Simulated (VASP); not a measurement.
# Be7S (P-6m2) in VASP: notebook

The runs below take Be7S through single point, relaxation of cell and atoms, with PBE.

All numbers are computed with VASP 6.6.1; they aren't measurements. Logs are shortened: lines on timing, memory, paths and dates and some standing lists are left out, and cuts for length are marked.

### 1 The cell of the first run

Symmetry: P-6m2, No. 187, hexagonal system. The conventional cell has a = 4.081 Å, b = 4.081 Å, c = 7.305 Å, α = 90.00°, β = 90.00°, γ = 120.00°. Within 2.8 Å of Be (site symmetry 3m) lie 10 Be at 2.11 to 2.47 Å. Within 2.7 Å of Be (site symmetry mm2) lie 10 Be at 2.04 to 2.30 Å. Within 2.5 Å of Be (site symmetry 3m) lie 1 S at 1.87 Å and 6 Be at 2.13 to 2.47 Å. Within 2.5 Å of S (site symmetry -6m2) lie 2 Be at 1.87 Å.

### 2 Single point, PBE

The input, INCAR:

```
SYSTEM = Be7S
ALGO = Normal ; EDIFF = 1E-6
ENCUT = 520 ; GGA = PE
ISIF = 2 ; ISMEAR = 0
LASPH = .TRUE. ; LCHARG = .FALSE.
LREAL = .FALSE. ; LWAVE = .FALSE.
NBANDS = 20 ; NELM = 60
PREC = Accurate ; SIGMA = 0.2
```

The input, KPOINTS:

```
k-points
0
G
  4 4 3
  0 0 0
```

The input, POSCAR:

```
Be7S
1.0
    4.0811976563      0.0000000000      0.0000000000
   -2.0405988281      3.5344208482      0.0000000000
    0.0000000000      0.0000000000      7.3051966912
Be S
7 1
Direct
    0.6666666667      0.3333333333      0.6443497264
    0.6666666667      0.3333333333      0.3556502736
    0.1666460726      0.8333539274      0.5000000000
    0.1666460726      0.3332921453      0.5000000000
    0.6667078547      0.8333539274      0.5000000000
    0.3333333333      0.6666666667      0.7436725544
    0.3333333333      0.6666666667      0.2563274456
    0.3333333333      0.6666666667      0.0000000000
```

Potentials or basis: VASP PAW PBE potentials, release 64 (Be, S).

The run is started by

```
$ cat potpaw_PBE.64/Be/POTCAR potpaw_PBE.64/S/POTCAR > POTCAR
$ mpirun -np 1 vasp_std > vasp.out
```

OUTCAR:

```text
SYSTEM = Be7S
   EDIFF = 1E-6
   ENCUT = 520
   GGA = PE
   ISIF = 2
   ISMEAR = 0
   LASPH = .TRUE.
   LREAL = .FALSE.
   NELM = 60
   PREC = Accurate

 ion  position               nearest neighbor table
   1  0.667  0.333  0.644-   2 2.11   5 2.30   4 2.30   3 2.30   3 2.30   5 2.30   4 2.30
   2  0.667  0.333  0.356-   1 2.11   5 2.30   4 2.30   3 2.30   3 2.30   5 2.30   4 2.30
   3  0.167  0.833  0.500-   4 2.04   5 2.04   4 2.04   5 2.04   7 2.13   6 2.13   2 2.30   1 2.30
                             1 2.30   2 2.30
   4  0.167  0.333  0.500-   3 2.04   5 2.04   3 2.04   5 2.04   6 2.13   7 2.13   1 2.30   2 2.30
                             2 2.30   1 2.30
   5  0.667  0.833  0.500-   3 2.04   4 2.04   3 2.04   4 2.04   6 2.13   7 2.13   1 2.30   2 2.30
                             1 2.30   2 2.30
   6  0.333  0.667  0.744-   8 1.87   3 2.13   4 2.13   5 2.13
   7  0.333  0.667  0.256-   8 1.87   3 2.13   4 2.13   5 2.13
   8  0.333  0.667  0.000-   6 1.87   7 1.87

  LATTYP: Found a hexagonal cell.
 ALAT       =     4.0811976563
 C/A-ratio  =     1.7899639533

  Lattice vectors:

 A1 = (   4.0811976563,   0.0000000000,   0.0000000000)
 A2 = (  -2.0405988281,   3.5344208482,   0.0000000000)
 A3 = (   0.0000000000,   0.0000000000,   7.3051966912)

Analysis of symmetry for initial positions (statically):
=====================================================================
 Subroutine PRICEL returns:
 Original cell was already a primitive cell.

 Routine SETGRP: Setting up the symmetry group for a
 hexagonal supercell.

 Subroutine GETGRP returns: Found 12 space group operations
 (whereof 12 operations were pure point group operations)
 out of a pool of 24 trial point group operations.

The static configuration has the point symmetry D_3h.

Analysis of symmetry for dynamics (positions and initial velocities):
=====================================================================
 Subroutine PRICEL returns:
 Original cell was already a primitive cell.

 Routine SETGRP: Setting up the symmetry group for a
 hexagonal supercell.

 Subroutine GETGRP returns: Found 12 space group operations
 (whereof 12 operations were pure point group operations)
 out of a pool of 24 trial point group operations.

The dynamic configuration has the point symmetry D_3h.

 Subroutine INISYM returns: Found 12 space group operations
 (whereof 12 operations are pure point group operations),
 and found     1 'primitive' translations

----------------------------------------------------------------------------------------

                                     Primitive cell

  volume of cell :     105.3751

  direct lattice vectors                    reciprocal lattice vectors
     4.081197656  0.000000000  0.000000000     0.245026113  0.141465893  0.000000000
    -2.040598828  3.534420848  0.000000000     0.000000000  0.282931785  0.000000000
     0.000000000  0.000000000  7.305196691     0.000000000  0.000000000  0.136888854

  length of vectors
     4.081197656  4.081197656  7.305196691     0.282931785  0.282931785  0.136888854

  position of ions in fractional coordinates (direct lattice)
     0.666666667  0.333333333  0.644349726
     0.666666667  0.333333333  0.355650274
     0.166646073  0.833353927  0.500000000
     0.166646073  0.333292145  0.500000000
     0.666707855  0.833353927  0.500000000
     0.333333333  0.666666667  0.743672554
     0.333333333  0.666666667  0.256327446
     0.333333333  0.666666667  0.000000000

  ion indices of the primitive-cell ions
   primitive index   ion index
                 1           1
                 2           2
                 3           3
                 4           4
                 5           5
                 6           6
                 7           7
                 8           8

----------------------------------------------------------------------------------------

 KPOINTS: k-points

Automatic generation of k-mesh.
 Grid dimensions read from file:
 generate k-points for:    4    4    3

 Generating k-lattice:

  Cartesian coordinates                     Fractional coordinates (reciprocal lattice)
     0.061256528  0.035366473  0.000000000     0.250000000  0.000000000  0.000000000
     0.000000000  0.070732946  0.000000000     0.000000000  0.250000000  0.000000000
     0.000000000  0.000000000  0.045629618     0.000000000  0.000000000  0.333333333

  Length of vectors
     0.070732946  0.070732946  0.045629618

  Shift w.r.t. Gamma in fractional coordinates (k-lattice)
     0.000000000  0.000000000  0.000000000

 Subroutine IBZKPT returns following result:
 ===========================================

 Found      8 irreducible k-points:

 Following reciprocal coordinates:
            Coordinates               Weight
  0.000000  0.000000  0.000000      1.000000
  0.250000 -0.000000  0.000000      6.000000
  0.500000 -0.000000  0.000000      3.000000
  0.250000  0.250000  0.000000      6.000000
[... 65 lines left out ...]
  ---------------------------------------------------
  free energy    TOTEN  =       -28.27474531 eV

  energy without entropy =      -28.20157870  energy(sigma->0) =      -28.23816200

 E-fermi :   2.9276     XC(G=0):  -8.8082

 val. band max:        2.9066779341   @ k =   0.2500   0.2500   0.0000
 cond. band min:       2.9978258484   @ k =   0.2500  -0.0000   0.3333
 fundamental gap:      0.0911479143
 Fermi energy:         2.9276180897

 k-point     1 :       0.0000    0.0000    0.0000
  band No.  band energies     occupation
      1      -9.9081      2.00000
      2      -6.2133      2.00000
      3      -3.5134      2.00000
      4      -0.8201      2.00000
      5       0.4472      2.00000
      6       0.6008      2.00000
[... 12 lines left out ...]
     19       8.5295      0.00000
     20      11.2145      0.00000

 k-point     2 :       0.2500   -0.0000    0.0000
  band No.  band energies     occupation
      1      -9.7823      2.00000
      2      -5.7128      2.00000
      3      -3.0787      2.00000
      4      -1.6578      2.00000
      5      -0.6213      2.00000
      6       0.2078      2.00000
[... 12 lines left out ...]
     19       9.8160      0.00000
     20      10.0130      0.00000

 k-point     3 :       0.5000   -0.0000    0.0000
  band No.  band energies     occupation
      1      -9.6487      2.00000
      2      -4.5012      2.00000
      3      -3.7892      2.00000
      4      -2.4539      2.00000
      5      -0.2620      2.00000
      6      -0.0880      2.00000
[... 12 lines left out ...]
     19      10.4308      0.00000
     20      11.0709      0.00000

 k-point     4 :       0.2500    0.2500    0.0000
  band No.  band energies     occupation
      1      -9.6495      2.00000
      2      -4.7339      2.00000
      3      -2.9288      2.00000
      4      -2.4885      2.00000
      5      -1.9821      2.00000
      6      -0.1404      2.00000
[... 12 lines left out ...]
     19      10.2235      0.00000
     20      10.6568      0.00000

 k-point     5 :       0.0000    0.0000    0.3333
  band No.  band energies     occupation
      1      -9.9036      2.00000
      2      -6.2998      2.00000
      3      -2.9482      2.00000
      4      -1.6882      2.00000
      5       0.4482      2.00000
      6       0.7141      2.00000
[... 12 lines left out ...]
     19       8.7496      0.00000
     20      10.5244      0.00000

 k-point     6 :       0.2500   -0.0000    0.3333
  band No.  band energies     occupation
      1      -9.7796      2.00000
      2      -5.7836      2.00000
      3      -2.5957      2.00000
      4      -1.6243      2.00000
      5      -1.3979      2.00000
      6       0.3638      2.00000
[... 12 lines left out ...]
     19       9.8280      0.00000
     20      10.2695      0.00000

 k-point     7 :       0.5000   -0.0000    0.3333
  band No.  band energies     occupation
      1      -9.6477      2.00000
      2      -4.5601      2.00000
      3      -3.7888      2.00000
      4      -2.0833      2.00000
      5      -0.9284      2.00000
      6      -0.3363      2.00000
[... 12 lines left out ...]
     19      10.3098      0.00000
     20      11.1494      0.00000

 k-point     8 :       0.2500    0.2500    0.3333
  band No.  band energies     occupation
      1      -9.6485      2.00000
      2      -4.7857      2.00000
      3      -2.9630      2.00000
      4      -2.0855      2.00000
      5      -1.9238      2.00000
      6      -0.9002      2.00000
[... 12 lines left out ...]
     19      10.6883      0.00000
     20      11.2239      0.00000

------------------------ aborting loop because EDIFF is reached ----------------------------------------

  FORCE on cell =-STRESS in cart. coord.  units (eV):
  Direction    XX          YY          ZZ          XY          YZ          ZX
  --------------------------------------------------------------------------------------
  -------------------------------------------------------------------------------------
  Total        0.0453579      0.0453579      0.0870148      0.0000000     -0.0000000      0.0000000
  in kB        0.6896447      0.6896447      1.3230185      0.0000000     -0.0000000      0.0000000
  external PRESSURE =       0.9007693 kB  Pullay stress =       0.0000000 kB

 VOLUME and BASIS-vectors are now :
 -----------------------------------------------------------------------------
  energy-cutoff  :      520.00
  volume of cell :      105.38
      direct lattice vectors                 reciprocal lattice vectors
     4.081197656  0.000000000  0.000000000     0.245026113  0.141465893  0.000000000
    -2.040598828  3.534420848  0.000000000     0.000000000  0.282931785  0.000000000
     0.000000000  0.000000000  7.305196691     0.000000000  0.000000000  0.136888854

 POSITION                                       TOTAL-FORCE (eV/Angst)
 -----------------------------------------------------------------------------------
      2.04060      1.17814      4.70710         0.000000     -0.000000      0.011993
      2.04060      1.17814      2.59810         0.000000     -0.000000     -0.011993
     -1.02043      2.94542      3.65260        -0.019090      0.011022      0.000000
     -0.00000      1.17799      3.65260        -0.000000     -0.022043      0.000000
      1.02043      2.94542      3.65260         0.019090      0.011022      0.000000
     -0.00000      2.35628      5.43267         0.000000     -0.000000      0.028560
     -0.00000      2.35628      1.87252         0.000000     -0.000000     -0.028560
     -0.00000      2.35628      0.00000         0.000000     -0.000000      0.000000
 -----------------------------------------------------------------------------------
    total drift:                                0.000000     -0.000000      0.000000

  FREE ENERGIE OF THE ION-ELECTRON SYSTEM (eV)
  ---------------------------------------------------
  free  energy   TOTEN  =       -28.2747453072 eV

  energy  without entropy=      -28.2015787021  energy(sigma->0) =      -28.23816200
```

It took 33 s on 1 thread of AMD EPYC 7R13, shared host; peak memory 0.17 GiB.

What came out:

- Free energy: -28.2747 eV
- Pressure: 0.1 GPa
- Largest force: 0.029 eV/Å
- Band gap on the k mesh: zero (band 10 reaches 3.59 eV, above the bottom of band 11 at 2.89 eV)

Forces on the atoms (eV/Å):
```
Be   0.000  0.000  0.012
Be   0.000  0.000 -0.012
Be  -0.019  0.011  0.000
Be   0.000 -0.022  0.000
Be   0.019  0.011  0.000
Be   0.000  0.000  0.029
Be   0.000  0.000 -0.029
S    0.000  0.000  0.000
```

Caveat: the k points lie up to 0.44 Å⁻¹ apart.

### 3 Relaxation of cell and atoms, PBE

This run uses another cell than the first one, of 10.33 Å³/atom, 0.784 times its volume.

The input, INCAR:

```
PREC = Accurate ; ENCUT = 600
EDIFF = 1E-7 ; ISMEAR = 0
SIGMA = 0.2 ; LREAL = False
LASPH = True ; NELM = 80
ALGO = Normal ; ISIF = 3
LWAVE = False ; LCHARG = False
GGA = PE ; IBRION = 2
NSW = 36 ; EDIFFG = -0.08
```

The input, KPOINTS:

```
Automatic mesh
0
Gamma
  4 4 3
```

The input, POSCAR:

```
Be7S
1.0
    4.4105258200      0.0000000000      0.0000000000
   -2.2052629100      3.8196274000      0.0000000000
    0.0000000000      0.0000000000      4.9053861000
Be S
7 1
Direct
    0.6666666700      0.3333333300      0.7518760300
    0.6666666700      0.3333333300      0.2481239700
    0.1519528900      0.8480471100      0.5000000000
    0.1519528900      0.3039057700      0.5000000000
    0.6960942300      0.8480471100      0.5000000000
    0.3333333300      0.6666666700      0.6914139600
    0.3333333300      0.6666666700      0.3085860400
    0.3333333300      0.6666666700      0.0000000000
```

Potentials or basis: VASP PAW PBE potentials, release 64 (Be, S).

The run is started by

```
$ cat potpaw_PBE.64/Be/POTCAR potpaw_PBE.64/S/POTCAR > POTCAR
$ mpirun -np 1 vasp_std > vasp.out
```

It took 9.6 min on 1 thread of AMD EPYC 7R13, shared host; peak memory 0.18 GiB.

The run converged. Its results:

```yaml
Free_energy: -28.2688 eV
Relaxed_volume: 13.22 Å³/atom
Relaxed_cell: a = 4.086 Å, b = 4.086 Å, c = 7.313 Å, α = 90.00°, β = 90.00°, γ = 120.00°
Space_group_after_relaxing_to_0.05_Å: P-6m2 (No. 187)
Energy_gained_by_relaxing: 1508.2 meV/atom
Ionic_steps: 25
Pressure_after_relaxing: -0.1 GPa
Largest_force_after_relaxing: 0.039 eV/Å
Band_gap_on_the_k_mesh: zero (band 10 reaches 3.56 eV, above the bottom of band 11 at 2.87 eV)
```

Forces in eV/Å, atoms in the order of the input:
```
Be   0.000  0.000  0.014
Be   0.000  0.000 -0.014
Be  -0.016  0.009  0.000
Be   0.000 -0.018  0.000
Be   0.016  0.009  0.000
Be   0.000  0.000 -0.039
Be   0.000  0.000  0.039
S    0.000  0.000  0.000
```

Stress tensor (GPa, compression positive):
```
-0.14  0.00  0.00
 0.00 -0.14  0.00
 0.00  0.00 -0.01
```

The path:
| step | energy change (eV) | largest force (eV/Å) | pressure (GPa) | volume (Å³) |
| --- | --- | --- | --- | --- |
| 1 | 0.0000 | 5.2885 | 45.60 | 82.64 |
| 2 | -3.7579 | 4.7564 | 2.71 | 121.28 |
| 3 | -4.9603 | 4.8676 | 9.69 | 103.08 |
| 4 | -4.9591 | 4.9519 | 8.18 | 105.41 |
| 5 | -6.1480 | 2.4163 | -2.03 | 121.30 |
| 6 | -6.1535 | 2.5794 | -2.59 | 122.97 |
| 7 | -7.1968 | 1.6147 | -4.81 | 124.54 |
| 8 | -8.4256 | 4.1258 | -2.91 | 128.89 |
| 9 | -8.5742 | 1.7779 | -5.00 | 127.41 |
| 10 | -9.1370 | 1.7033 | -5.38 | 126.58 |
| 11 | -9.8646 | 2.2093 | -5.15 | 124.01 |
| 12 | -10.3371 | 1.9460 | -5.89 | 121.88 |
| 13 | -11.2566 | 1.2489 | -6.68 | 115.51 |
| 14 | -10.4834 | 3.3079 | -0.17 | 102.82 |
| 15 | -11.4171 | 1.2225 | -6.10 | 112.21 |
| 16 | -11.4279 | 1.3872 | -5.83 | 111.30 |
| 17 | -11.6900 | 1.0913 | -3.03 | 106.31 |
| 18 | -11.7950 | 1.0073 | 0.87 | 101.09 |
| 19 | -11.9010 | 0.6866 | 1.79 | 100.68 |
| 20 | -11.9193 | 0.6075 | 2.52 | 100.43 |
| 21 | -11.9784 | 0.5356 | 1.44 | 102.10 |
| 22 | -12.0397 | 0.5016 | -0.91 | 106.39 |
| 23 | -12.0629 | 0.0985 | -0.57 | 106.50 |
| 24 | -12.0632 | 0.0860 | -0.61 | 106.49 |
| 25 | -12.0654 | 0.0393 | -0.10 | 105.75 |

Final structure:
```
CELL_PARAMETERS angstrom
4.08625 0.00000 0.00000
-2.04312 3.53879 0.00000
0.00000 0.00000 7.31324
ATOMIC_POSITIONS crystal
Be 0.66667 0.33333 0.64406
Be 0.66667 0.33333 0.35594
Be 0.16666 0.83334 0.50000
Be 0.16666 0.33333 0.50000
Be 0.66667 0.83334 0.50000
Be 0.33333 0.66667 0.74417
Be 0.33333 0.66667 0.25583
S 0.33333 0.66667 0.00000
```

Levels at points of the mesh, in eV from the Fermi level:
```tsv
k point	band 7	band 8	band 9	band 10	band 11	band 12	band 13	band 14
(0.00, 0.00, 0.00)	-2.33	-1.24	-1.24	-0.18	1.85	1.85	2.88	3.17
(0.50, 0.00, 0.00)	-2.88	-2.60	-2.57	-1.31	0.27	1.69	3.52	3.57
```

Caveat: the k points lie up to 0.44 Å⁻¹ apart in the final cell; the volume moved by over 15 % at a fixed basis, so the end points are rough; the relaxation stopped at a loose force limit of 0.08 eV/Å, so its end isn't a converged minimum.

### 4 Single point, PBE

This run uses another cell than the first one, of 9.27 Å³/atom, 0.704 times its volume.

The input, INCAR:

```
SYSTEM = Be7S
PREC     = Accurate       ! precision mode
ENCUT    = 600            ! plane-wave cutoff, eV
EDIFF    = 1E-6           ! SCF threshold, eV
ISMEAR   = 0              ! smearing method
SIGMA    = 0.2            ! smearing width, eV
LREAL    = .False.        ! projectors in reciprocal space
LASPH    = .True.         ! aspherical terms in the spheres
NELM     = 120            ! most SCF steps
ALGO     = Normal         ! electronic algorithm
ISIF     = 2              ! what is computed and relaxed
LWAVE    = .False.        ! write WAVECAR
LCHARG   = .False.        ! write CHGCAR
GGA      = PE             ! functional
NBANDS   = 20             ! bands
GGA_COMPAT= .False.
```

The input, KPOINTS:

```
regular mesh
0
Gamma
  4 4 4
  0 0 0
```

The input, POSCAR:

```
Be7S
1.0
    4.7479139822      0.0000000000      0.0000000000
   -2.3739569911      4.1118141235      0.0000000000
    0.0000000000      0.0000000000      3.7998091953
Be S
7 1
Direct
    0.5050036839      0.0100073678      0.0000000000
    0.6380960837      0.8190480418      0.5000000000
    0.5050036839      0.4949963161      0.0000000000
    0.1809519582      0.8190480418      0.5000000000
   -0.0100073678      0.4949963161      0.0000000000
    0.1809519582      0.3619039163      0.5000000000
    0.6666666667      0.3333333333      0.5000000000
    0.0000000000      0.0000000000      0.0000000000
```

The run is started by

```
$ cat potpaw_PBE.64/Be/POTCAR potpaw_PBE.64/S/POTCAR > POTCAR
$ mpirun -np 1 vasp_std > vasp.out
```

It took 15 s on 1 thread of AMD EPYC 9R45 (Zen 5), shared host; peak memory 0.18 GiB.

Results (log left out):

```
Free energy            : -27.5614 eV
Pressure               : -0.1 GPa
Largest force          : 0.009 eV/Å
Band gap on the k mesh : zero (band 10 reaches 8.17 eV, above the bottom of band 11 at 7.14 eV)
```

Forces on the atoms (eV/Å):
```
Be   0.000 -0.009  0.000
Be   0.004  0.002  0.000
Be  -0.008  0.005  0.000
Be  -0.004  0.002  0.000
Be   0.008  0.005  0.000
Be   0.000 -0.004  0.000
Be   0.000  0.000  0.000
S    0.000  0.000  0.000
```

Stress tensor (GPa, compression positive):
```
-0.35  0.00  0.00
 0.00 -0.35  0.00
 0.00  0.00  0.50
```

Levels at points of the mesh, in eV from the Fermi level:
```tsv
k point	band 8	band 9	band 10	band 11	band 12	band 13
(0.00, 0.00, 0.00)	-4.21	-1.97	-0.92	1.98	1.98	2.14
(0.50, 0.00, 0.00)	-2.51	-1.90	-0.31	0.00	0.36	0.38
(0.00, 0.00, 0.50)	-3.77	-3.77	-0.53	-0.53	-0.29	-0.24
(0.50, 0.00, 0.50)	-4.29	-1.28	0.45	1.14	1.57	2.29
```

Caveat: the k points lie up to 0.41 Å⁻¹ apart.

### 5 Summary

```tsv
task	cell	k mesh	cutoff (eV)	gap on the mesh (eV)	pressure (GPa)	largest force (eV/Å)
single point	a = 4.081, b = 4.081, c = 7.305 Å, angles 90.0, 90.0, 120.0°, 8 atoms	4 × 4 × 3	520	none	0.1	0.03
relaxation of cell and atoms	relaxed from a = 4.411, b = 4.411, c = 4.905 Å, angles 90.0, 90.0, 120.0°, 8 atoms	4 × 4 × 3	600	none	-0.1	0.04
single point	a = 4.748, b = 4.748, c = 3.800 Å, angles 90.0, 90.0, 120.0°, 8 atoms	4 × 4 × 4	600	none	-0.1	0.01
```

Alike in all rows: level PBE; potentials or basis VASP PAW PBE potentials, release 64 (Be, S); no spin polarisation; smearing gaussian 0.2 eV.

Caveats: all runs use coarse meshes; the volume moved by over 15 % at a fixed basis, so the end points are rough (some runs); the relaxation stopped at a loose force limit of 0.08 eV/Å, so its end isn't a converged minimum (some runs).

Total energies depend on the potentials used, so only differences within one code and one set of settings carry meaning.
